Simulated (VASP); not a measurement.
A run of VASP 6.6.1 is set up as follows.

File INCAR:

```
SYSTEM = Re
PREC = Accurate ; ENCUT = 520
EDIFF = 1E-6 ; ISMEAR = 0
SIGMA = 0.15 ; LREAL = .False.
LASPH = .True. ; NELM = 80
ALGO = Normal ; ISIF = 2
LWAVE = .False. ; LCHARG = .False.
GGA = PE ; NBANDS = 10
```

Contents of KPOINTS:

```
regular mesh
0
Gamma
  10 10 10
  0 0 0
```

File POSCAR:

```
Re
1.0
    0.0000000000      1.9577236186      1.8500488196
    1.7423740206      0.0000000000      1.8500488196
    1.7423740206      1.9577236186      0.0000000000
Re
1
Direct
    0.0000000000      0.0000000000      0.0000000000
```

Potentials or basis: VASP PAW PBE potentials, release 64 (Re).

Launch:

```bash
$ cat potpaw_PBE.64/Re/POTCAR > POTCAR
$ mpirun -np 1 vasp_std > vasp.out
```

(1) Predict the pressure.

Answers

(1) 94.8 GPa.

Caveat: the cell differs from its parent crystal (normal strain along x -0.1100, normal strain along z -0.0550).
